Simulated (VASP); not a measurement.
Wanted: the native input for a VASP 6.6.1 run.

* Task: single point
* Functional: PBE
* Potentials or basis: VASP PAW PBE potentials, release 64 (Te, Mo_sv, Pt)
* Cutoff: 520 eV
* k mesh: 4 × 4 × 4
* Occupations: gaussian, width 0.1 eV
* Spin: collinear spin
* Starting moments: [0.0, 0.0, 0.0, 0.0, 1.0, 1.0, 1.0, 1.0, 0.0, 0.0] μB
* Dipole correction: no
* Further INCAR settings: ALGO = Normal; EDIFF = 1e-07; NBANDS = 65

The structure of Te2Mo2Pt lies in POSCAR:

```
Te2Mo2Pt
1.0
    7.0756100377      0.0000000000      0.0000000000
    0.0000000000      7.0756100377      0.0000000000
    0.0000000000      0.0000000000      3.9019770110
Te Mo Pt
4 4 2
Direct
    0.6628828116      0.1628828116      0.5000000000
    0.3371171884      0.8371171884      0.5000000000
    0.1628828116      0.3371171884      0.5000000000
    0.8371171884      0.6628828116      0.5000000000
    0.1281823495      0.6281823495      0.0000000000
    0.8718176505      0.3718176505      0.0000000000
    0.6281823495      0.8718176505      0.0000000000
    0.3718176505      0.1281823495      0.0000000000
    0.0000000000      0.0000000000      0.0000000000
    0.5000000000      0.5000000000      0.0000000000
```

The cell was generated, and may not be a known phase.

One way to write it, as run:

INCAR

```
SYSTEM = Te2Mo2Pt
PREC = Accurate
ENCUT = 520
EDIFF = 1E-7
ISMEAR = 0
SIGMA = 0.1
LREAL = .False.
LASPH = .True.
NELM = 150
ALGO = Normal
ISIF = 2
LWAVE = .False.
LCHARG = .True.
ISPIN = 2
MAGMOM = 0 0 0 0 1 1 1 1 0 0
LORBIT = 11
LMAXMIX = 4
GGA = PE
LELF = .True.
LVHAR = .True.
NBANDS = 65
```

KPOINTS

```
Automatic mesh
0
Gamma
  4 4 4
  0 0 0
```

Potentials or basis: VASP PAW PBE potentials, release 64 (Te, Mo_sv, Pt).

Launch:

```sh
$ cat potpaw_PBE.64/Te/POTCAR potpaw_PBE.64/Mo_sv/POTCAR potpaw_PBE.64/Pt/POTCAR > POTCAR
$ mpirun -np 1 vasp_std > vasp.out
```

Results of the run:

- Pressure: 0.0 GPa
- Largest force: 0.215 eV/Å
- Band gap on the k mesh: zero (filled and empty bands overlap)
- Net moment: 0.00 μB per cell
- Valence electrons inside the program's atomic spheres: Te 3.38; Mo 12.45; Pt 9.22

Caveat: the k points lie up to 0.40 Å⁻¹ apart; spin-orbit coupling is left out, which moves the levels of the heavy elements.

Run time: 14 min on 1 thread of Oxide Virtual Turin-like Processor, on a shared host, peak memory 0.52 GiB.
